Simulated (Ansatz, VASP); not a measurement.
**MgO in VASP and in Ansatz**

```
Mg O
1.0
     3.22245    0.00000    0.00000
    -1.61123    2.84768    0.00000
     0.00000    0.00000    5.03437
Mg O
2 2
Cartesian
  0.0000 1.9059 -0.0435
  1.6112 0.9418 2.4737
  0.0000 1.9079 1.9314
  1.6112 0.9398 4.4486
```

Change from the starting cell: uniaxial_x strain -2.0%.

Alike in both runs: task single point; functional r2SCAN; k mesh 12 × 12 × 6; no spin polarisation.

```csv
,VASP,Ansatz
version,VASP 6.6.1,Ansatz 0.2.0
potentials or method,"VASP PAW PBE potentials, release 64 (Mg, O)","plane waves, PAW"
plane-wave cutoff (eV),520,500
occupations,"gaussian, width 0.01 eV",fixed
valence electrons in the cell,16,32
```

```csv
,VASP,Ansatz,Ansatz less VASP
gap on the k mesh at the Fermi level (eV),4.36,4.38,+0.015
pressure (GPa),2.3,2.8,+0.53
"traceless stress, the component that is largest in VASP (GPa)",1.44,1.43,-0.004
```

VASP's potentials were made for PBE, not for r2SCAN. VASP's potentials hold 16 valence electrons a cell and Ansatz's 32, so a difference there can come from the potentials and not from the codes.
